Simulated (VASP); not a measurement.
Runs of VASP 6.6.1 on Pt. The structure is that of space group Im-3m (No. 229), or close to it. The cells are those of the table. 

| cell | further INCAR settings | gap on the mesh (eV) | pressure (GPa) |
| --- | --- | --- | --- |
| a = 2.726 Å, angles 110.6, 108.9, 108.9°, 1 atom | ALGO = Fast; EDIFF = 1e-06; NBANDS = 11 | none | (a) |
| a = 2.762 Å, angles 108.4, 110.0, 110.0°, 1 atom | ALGO = Fast; EDIFF = 1e-07; NBANDS = 11 | none | -15.3 |
| a = 2.739 Å, angles 109.7, 109.3, 109.3°, 1 atom | ALGO = Fast; EDIFF = 1e-07; NBANDS = 11 | none | -10.2 |
| a = 2.735 Å, angles 110.0, 109.2, 109.2°, 1 atom | ALGO = Fast; EDIFF = 1e-07; NBANDS = 11 | none | (b) |
| a = 2.760 Å, angles 108.5, 109.9, 109.9°, 1 atom | ALGO = Fast; EDIFF = 1e-07; NBANDS = 11 | none | -14.8 |

Alike in all rows: task single point; level PBEsol; potentials or basis VASP PAW PBE potentials, release 64 (Pt); no spin polarisation; k mesh 22 × 22 × 22; cutoff (eV) 520; smearing gaussian 0.15 eV.

Fill in the values left out.

(a) -6.7; (b) -9.1.

Caveats: the cell stands under tension; the PAW data sets were made with another functional, which shifts forces and pressure a little; spin-orbit coupling is left out, which moves the levels of the heavy elements.

A k mesh can miss the band edges, and the runs leave out spin-orbit coupling on Pt.

A gap of «none» marks levels without a gap at the run's occupations.
